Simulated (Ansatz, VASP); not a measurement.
## AlInC4 in VASP and in Ansatz

```
CELL_PARAMETERS angstrom
0.00000 3.88382 0.00000
6.24075 -1.94191 0.00000
2.02111 0.00000 -6.31772
ATOMIC_POSITIONS crystal
In 0.10550 0.21100 0.76730
In 0.89450 0.78900 0.23270
Al 0.19960 0.39920 0.18240
Al 0.80040 0.60080 0.81760
C 0.14100 0.28200 0.47400
C 0.85900 0.71800 0.52600
C 0.26200 0.52400 0.86000
C 0.73800 0.47600 0.14000
C 0.05800 0.11600 0.13400
C 0.94200 0.88400 0.86600
C 0.64000 0.28000 0.80000
C 0.36000 0.72000 0.20000
```

Alike in both runs: task single point; functional r2SCAN; k mesh 5 × 5 × 3; no spin polarisation.

|  | VASP | Ansatz |
| --- | --- | --- |
| version | VASP 6.6.1 | Ansatz 0.2.0 |
| potentials or method | VASP PAW PBE potentials, release 64 (In_d, Al, C), cutoff 520 eV | PAW plane waves |
| occupations | fermi-dirac, width 0.1 eV | fermi-dirac |
| valence electrons in the cell | 64 | 64 |

|  | VASP | Ansatz | Ansatz less VASP |
| --- | --- | --- | --- |
| rms of the force components (eV/Å) | 1.724 | 1.742 | +0.0179 |

VASP's potentials were made for PBE, not for r2SCAN. Atom by atom the forces differ by 0.032 eV/Å (rms over components).
